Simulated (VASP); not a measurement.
A run of VASP 6.6.1 is set up as follows.

The input INCAR:

```
SYSTEM = HfF
ALGO = Normal
EDIFF = 1E-6
ENCUT = 520
GGA = PE
ISIF = 2
ISMEAR = 0
LASPH = .TRUE.
LCHARG = .FALSE.
LREAL = .FALSE.
LWAVE = .FALSE.
NBANDS = 16
NELM = 80
PREC = Accurate
SIGMA = 0.1
```

File KPOINTS:

```
k-points
0
G
  6 6 6
  0 0 0
```

Contents of POSCAR:

```
HfF
1.0
    0.0000000000      2.5638280042      2.5638280042
    2.5638280042      0.0000000000      2.5638280042
    2.5638280042      2.5638280042      0.0000000000
Hf F
1 1
Direct
    0.0000000000      0.0000000000      0.0000000000
    0.7500000000      0.7500000000      0.7500000000
```

Potentials or basis: VASP PAW PBE potentials, release 64 (Hf_pv, F).

The run is started by

```console
$ cat potpaw_PBE.64/Hf_pv/POTCAR potpaw_PBE.64/F/POTCAR > POTCAR
$ mpirun -np 1 vasp_std > vasp.out
```

(1) What does it give for the pressure?

## Answers

(1) -3.3 GPa.

Caveat: an odd number of electrons without spin polarisation forces a metal; a magnetic or distorted state may lie lower.
